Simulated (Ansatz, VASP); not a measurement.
Given: the input of a run of VASP 6.6.1 on FeNi3.

File INCAR:

```
PREC = Accurate ; ENCUT = 520
EDIFF = 1E-6 ; ISMEAR = -1
SIGMA = 0.05 ; LREAL = False
LASPH = True ; NELM = 150
ALGO = Normal ; ISIF = 2
LWAVE = False ; LCHARG = False
ISPIN = 2 ; MAGMOM = 1 1 1 3
LORBIT = 11 ; LMAXMIX = 4
GGA = PS ; NBANDS = 31
```

File KPOINTS:

```
Automatic mesh
0
Gamma
  8 8 8
```

Contents of POSCAR:

```
FeNi3
1.0
    3.5916500865      0.0000000000      0.0000000000
    0.0000000000      3.5916500865      0.0000000000
    0.0000000000      0.0000000000      3.5916500865
Ni Fe
3 1
Direct
    0.5000000000      0.5000000000      0.0000000000
    0.5000000000      0.0000000000      0.5000000000
    0.0000000000      0.5000000000      0.5000000000
    0.0000000000      0.0000000000      0.0000000000
```

Potentials or basis: VASP PAW PBE potentials, release 64 (Ni, Fe).

Command:

```bash
$ cat potpaw_PBE.64/Ni/POTCAR potpaw_PBE.64/Fe/POTCAR > POTCAR
$ mpirun -np 1 vasp_std > vasp.out
```

Problem. Set up the same calculation for Ansatz 0.2.0. Potentials there: all-electron LAPW, scalar-relativistic.

Solution. As run (the cutoff follows the program's own potentials):

Contents of input.yaml:

```yaml
crystal:
  lattice:
    - [3.5916500865, 0.0, 0.0]
    - [0.0, 3.5916500865, 0.0]
    - [0.0, 0.0, 3.5916500865]
  atoms:
    - { symbol: Ni, position: [0.5, 0.5, 0.0], spin: 1.0 }
    - { symbol: Ni, position: [0.5, 0.0, 0.5], spin: 1.0 }
    - { symbol: Ni, position: [0.0, 0.5, 0.5], spin: 1.0 }
    - { symbol: Fe, position: [0.0, 0.0, 0.0], spin: 3.0 }
kpoints:
  mp_grid: { grid: [8, 8, 8] }
scf:
  occupations: { method: fermi_dirac, width: 0.05 }
hamiltonian:
  xc: pbesol
  pseudopotentials: { kind: all_electron, lapw: { basis_error: 0.001 } }
magnetization:
  spin_polarized: true
output:
  forces: true
  stress: true
  eigenvalues: true
```

Potentials or basis: all-electron LAPW, scalar-relativistic.

Command:

```console
$ ansatz run input.yaml --threads 4 --pin off --max-ram 12288MiB --backend cpu --events-out ev --progress --plain --runs-dir out
```

Both were run:

|  | VASP | Ansatz | Ansatz less VASP |
| --- | --- | --- | --- |
| gap on the k mesh at the Fermi level (eV) | none | none | - |
| pressure (GPa) | -15.3 | -15.7 | -0.40 |
| net moment per atom (μB) | 1.23 | 1.24 | +0.018 |
| size of the moment on the site where the two differ most (μB) | 2.96 | 3.01 | +0.052 |

VASP's potentials were made for PBE, not for PBEsol. Site moments also hang on the region over which each program counts them. A gap of «none» marks a metal or a gap that the smearing closes. Ansatz ran all-electron here, and VASP with PAW potentials.
